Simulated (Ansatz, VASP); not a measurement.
Two plane-wave programs on ZrH

Contents of INCAR:

```
PREC = Accurate
ENCUT = 600
EDIFF = 1E-6
ISMEAR = -1
SIGMA = 0.08
LREAL = F
LASPH = T
NELM = 60
ALGO = Normal
ISIF = 3
LWAVE = F
LCHARG = F
GGA = PS
IBRION = 2
NSW = 100
EDIFFG = -0.002
```

KPOINTS

```
regular mesh
0
Gamma
  10 10 8
```

The input POSCAR:

```
ZrH
1.0
    3.2427916985      0.0000000000      0.0000000000
    0.0000000000      3.2427916985      0.0000000000
    0.0000000000      0.0000000000      4.9480000000
Zr H
2 2
Direct
    0.0000000000      0.5000000000      0.0000000000
    0.5000000000      0.0000000000      0.5000000000
    0.0000000000      0.0000000000      0.7500000000
    0.0000000000      0.0000000000      0.2500000000
```

Input for Ansatz:

```yaml
crystal:
  lattice:
    - [3.2427916985, 0.0, 0.0]
    - [0.0, 3.2427916985, 0.0]
    - [0.0, 0.0, 4.948]
  atoms:
    - { symbol: Zr, position: [0.0, 0.5, 0.0] }
    - { symbol: Zr, position: [0.5, 0.0, 0.5] }
    - { symbol: H, position: [0.0, 0.0, 0.75] }
    - { symbol: H, position: [0.0, 0.0, 0.25] }
kpoints:
  mp_grid: { grid: [10, 10, 8] }
scf:
  occupations: { method: fermi_dirac, width: 0.08 }
hamiltonian:
  xc: pbesol
  pseudopotentials: { kind: paw }
relax:
  f_tol: 0.002
  max_steps: 80
  cell: {}
output:
  forces: true
  stress: true
```

Alike in both runs: task relaxation of cell and atoms; functional PBEsol; k mesh 10 × 10 × 8; occupations fermi-dirac, width 0.08 eV; no spin polarisation.

|  | VASP | Ansatz |
| --- | --- | --- |
| version | VASP 6.6.1 | Ansatz 0.2.0 |
| potentials or method | VASP PAW PBE potentials, release 64 (Zr_sv, H) | PAW with Ansatz's default frozen-core files, scalar-relativistic |
| plane-wave cutoff (eV) | 600 | 420 |
| valence electrons in the cell | 26 | 26 |

Ansatz gave:

```
relaxed volume (Å³/atom)                                     : 12.70
relaxed cell length with the largest relative difference (Å) : 5.001
```

Problem. Which values does VASP return?

Solution. Relaxed volume (Å³/atom): 12.71; relaxed cell length with the largest relative difference (Å): 5.003.

VASP's potentials were made for PBE, not for PBEsol.
